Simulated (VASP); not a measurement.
Set up this calculation in VASP 6.6.1, as the native input.

```yaml
Task: single point
Functional: PBE
Potentials_or_basis: VASP PAW PBE potentials, release 64 (Al, Lu, As)
Cutoff: 520 eV
k_mesh: 6 × 6 × 6
Occupations: fermi-dirac, width 0.02 eV
Spin: no spin polarisation
Dipole_correction: no
Further_INCAR_settings: ALGO = Normal; EDIFF = 1e-06; NBANDS = 27
```

The structure of LuAlAs2 lies in POSCAR:

```
LuAlAs2
1.0
    1.9491422340      1.1253377935      6.3594038080
   -1.9491422340      1.1253377935      6.3594038080
    0.0000000000     -2.2506755869      6.3594038080
Al Lu As
1 1 2
Direct
    1.0000000000      0.0000000000      0.0000000000
    0.5000000000      0.5000000000      0.5000000000
    0.2587161981      0.2587161981      0.2587161981
    0.7412838019      0.7412838019      0.7412838019
```

The input as run:

INCAR

```
  PREC = Accurate
  ENCUT = 520
  EDIFF = 1E-6
  ISMEAR = -1
  SIGMA = 0.02
  LREAL = F
  LASPH = T
  NELM = 80
  ALGO = Normal
  ISIF = 2
  LWAVE = F
  LCHARG = T
  GGA = PE
  LELF = T
  LVHAR = T
  NBANDS = 27
```

KPOINTS

```
regular mesh
0
Gamma
  6 6 6
```

Potentials or basis: VASP PAW PBE potentials, release 64 (Al, Lu, As).

Run with:

```bash
$ cat potpaw_PBE.64/Al/POTCAR potpaw_PBE.64/Lu/POTCAR potpaw_PBE.64/As/POTCAR > POTCAR
$ mpirun -np 1 vasp_std > vasp.out
```

Results of the run:

```
Pressure               : 0.3 GPa
Largest force          : 0.017 eV/Å
Band gap on the k mesh : zero (bands 19 and 20 overlap by 0.82 eV)
```

Caveat: spin-orbit coupling is left out, which moves the levels of the heavy elements.

Run time: 2.3 min on 1 thread of Intel(R) Xeon(R) Platinum 8375C CPU @ 2.90GHz (Ice Lake) (shared host), peak memory 0.41 GiB.
